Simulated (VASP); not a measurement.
## TiB2: single point with PBE

The system is TiB2.

```xyz
3
Lattice="2.9499 0.0000 0.0000 -1.4749 2.5547 0.0000 0.0000 0.0000 3.0991" Properties=species:S:1:pos:R:3 pbc="T T T"
Ti    0.0000    0.0000    0.0000
B     0.0000    1.7031    1.5496
B     1.4749    0.8516    1.5496
```

This cell differs from its parent crystal: volume scaled by 0.91, then relaxed in part.

| Item | Value |
| --- | --- |
| Program | VASP 6.6.1 |
| Task | single point |
| Functional | PBE |
| Potentials or basis | VASP PAW PBE potentials, release 64 (Ti_sv, B) |
| Cutoff | 520 eV |
| k mesh | 15 × 15 × 14 |
| Occupations | gaussian, width 0.1 eV |
| Spin | no spin polarisation |
| Dipole correction | no |
| Further INCAR settings | ALGO = Normal; EDIFF = 1e-06; NBANDS = 16 |

| Item | Value |
| --- | --- |
| Pressure | 28.6 GPa |
| Band gap on the k mesh | zero (band 9 reaches 11.46 eV, above the bottom of band 10 at 10.77 eV) |

Stress tensor (GPa, compression positive):
```
28.69  0.00  0.00
 0.00 28.69  0.00
 0.00  0.00 28.57
```

Levels at points of the mesh, in eV from the Fermi level:
```
           k point  band 5  band 6  band 7  band 8  band 9  band 10  band 11  band 12  band 13  band 14
(0.00, 0.00, 0.00)  -14.03   -2.94   -2.94   -2.34   -2.20     2.16     2.16     4.18     4.18     6.05
(0.00, 0.00, 0.50)  -11.75   -8.01   -0.64   -0.64   -0.32    -0.32     0.46     0.46     2.05     6.74
```

Run time: 39 s on 1 thread of AMD EPYC 9R45 96-Core Processor (Zen 5) (shared host), peak memory 0.17 GiB.
